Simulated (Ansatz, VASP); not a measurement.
## TiPd in VASP and in Ansatz

```
Ti Pd
1.0
     3.10027    0.00000    0.00000
     0.00000    3.10027    0.00000
     0.00000    0.00000    3.10027
Ti Pd
1 1
Direct
  0.50000 0.50000 0.50000
  0.00000 0.00000 0.00000
```

Alike in both runs: functional LDA; k mesh 6 × 6 × 6; occupations gaussian, width 0.1 eV; no spin polarisation.

Ansatz relaxed the structure, and its values are those at the end. VASP's run is a single point on that final structure, the one shown.

|  | VASP | Ansatz |
| --- | --- | --- |
| version | VASP 6.6.1 | Ansatz 0.2.0 |
| potentials or method | VASP PAW LDA potentials, release 64 (Ti_sv, Pd), cutoff 500 eV | scalar-relativistic, plane waves, PAW |
| valence electrons in the cell | 22 | 30 |

|  | VASP | Ansatz | Ansatz less VASP |
| --- | --- | --- | --- |
| gap on the k mesh at the Fermi level (eV) | none | none | - |
| pressure (GPa) | 0.1 | -0.2 | -0.33 |

LDA's correlation is that of Perdew and Zunger in VASP and of Perdew and Wang (1992) in Ansatz. A gap of «none» marks a metal or a gap that the smearing closes. VASP's potentials hold 22 valence electrons a cell and Ansatz's 30, so a difference there can come from the potentials and not from the codes.
